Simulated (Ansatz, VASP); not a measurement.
## Two plane-wave programs on Al

```xyz
1
Lattice="0.0000 2.0200 2.0200 2.0200 0.0000 2.0200 2.0200 2.0200 0.0000" Properties=species:S:1:pos:R:3 pbc="T T T"
Al    0.0000    0.0000    0.0000
```

Alike in both runs: task relaxation of cell and atoms; functional PBEsol; k mesh 46 × 46 × 46; occupations gaussian, width 0.3 eV; no spin polarisation.

|  | VASP | Ansatz |
| --- | --- | --- |
| version | VASP 6.6.1 | Ansatz 0.2.0 |
| potentials or method | VASP PAW PBE potentials, release 64 (Al) | scalar-relativistic, plane waves, PAW |
| plane-wave cutoff (eV) | 600 | 420 |
| valence electrons in the cell | 3 | 3 |

```tsv
	VASP	Ansatz	Ansatz less VASP
gap on the k mesh at the Fermi level, each at its own relaxed structure (eV)	none	none	-
relaxed volume (Å³/atom)	16.20	16.19	-0.008
relaxed cell length with the largest relative difference (Å)	2.840	2.840	-0.0005
```

VASP's potentials were made for PBE, not for PBEsol. A gap of «none» marks a metal or a gap that the smearing closes.
